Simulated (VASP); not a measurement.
Input of a VASP 6.6.1 run:

The input INCAR:

```
SYSTEM = Si
PREC = Accurate
ENCUT = 520
EDIFF = 1E-6
ISMEAR = 0
SIGMA = 0.02
LREAL = Auto
LASPH = .True.
NELM = 100
ALGO = Normal
ISIF = 2
LWAVE = .False.
LCHARG = .True.
GGA = CA
LELF = .True.
LVHAR = .True.
NELECT = 122.0
NBANDS = 83
```

KPOINTS

```
Automatic mesh
0
Gamma
  2 2 2
  0.5 0.5 0.5
```

File POSCAR:

```
Si
1.0
   -5.4019422754     -5.4019422754      5.4019422754
    5.4019422754     -5.4019422754     -5.4019422754
    5.4019422754      5.4019422754      5.4019422754
Si
31
Direct
    0.2500000000      0.7500000000      0.7546534539
    0.0001925158      0.7500000000     -0.0013888893
    0.4998074842      0.4984185950      0.7498074842
    0.2500000000      0.5001925158     -0.0013888893
   -0.0046534539      0.4953465461      0.2453465461
    0.7486111107      0.7500000000      0.2501925158
    0.5046534539      0.7500000000      0.5000000000
   -0.0015814050     -0.0001925158      0.7498074842
    0.7513888893      0.2513888893      0.7515814050
    0.5015814050      0.2513888893      0.0013888893
    0.2500000000      0.2486111107      0.2501925158
    0.0001925158      0.2486111107      0.5000000000
    0.7486111107      0.5001925158      0.5000000000
    0.7513888893      0.0015814050      0.0013888893
    0.4998074842     -0.0001925158      0.2484185950
    0.2500000000      0.0046534539      0.5000000000
   -0.0026980939      0.7500000000      0.7453536477
    0.4953536477      0.4973019061      0.5000000000
    0.2500000000      0.4973019061      0.7453536477
    0.0046463523      0.5046463523      0.0019482583
    0.7500000000      0.7500000000      0.0000000000
    0.4953536477      0.7500000000      0.2473019061
   -0.0026980939     -0.0046463523      0.5000000000
    0.7500000000      0.2500000000      0.5000000000
    0.5026980939      0.2480517417      0.7526980939
    0.2500000000      0.2500000000      0.0000000000
    0.0046463523      0.2519482583      0.2546463523
    0.7519482583      0.5046463523      0.2546463523
    0.7480517417      0.0026980939      0.7526980939
    0.5026980939      0.0026980939     -0.0019482583
    0.2500000000     -0.0046463523      0.2473019061
```

Potentials or basis: VASP PAW LDA potentials, release 64 (Si).

Launch:

```sh
$ cat potpaw_LDA.64/Si/POTCAR > POTCAR
$ mpirun -np 1 vasp_std > vasp.out
```

(1) What does it give for the largest force?

Answers

(1) 0.025 eV/Å.

Caveat: the cell carries a net charge on a neutralising background, which shifts energy and pressure.
